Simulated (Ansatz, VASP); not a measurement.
BeTe: VASP beside Ansatz

```
Be Te
1.0
     2.86357    2.86357    0.00000
    -2.86357    2.86357    0.00000
     0.00000    2.86357    2.86357
Be Te
1 1
Direct
  0.00000 0.00000 0.00000
  0.75000 0.25000 0.50000
```

Alike in both runs: task single point; functional r2SCAN; k mesh 8 × 8 × 8; no spin polarisation.

|  | VASP | Ansatz |
| --- | --- | --- |
| version | VASP 6.6.1 | Ansatz 0.2.0 |
| potentials or method | VASP PAW PBE potentials, release 64 (Be, Te) | PAW with Ansatz's default frozen-core files, scalar-relativistic |
| plane-wave cutoff (eV) | 520 | 500 |
| occupations | gaussian, width 0.01 eV | fixed |
| valence electrons in the cell | 8 | 18 |

Ansatz gave:

```
gap on the k mesh at the Fermi level (eV) : 2.46
pressure (GPa)                            : -2.0
```

Problem. Which values does VASP return?

Solution. gap on the k mesh at the Fermi level (eV): 2.46; pressure (GPa): -1.9.

VASP's potentials were made for PBE, not for r2SCAN. VASP's potentials hold 8 valence electrons a cell and Ansatz's 18, so a difference there can come from the potentials and not from the codes.

Spin-orbit coupling is off throughout.
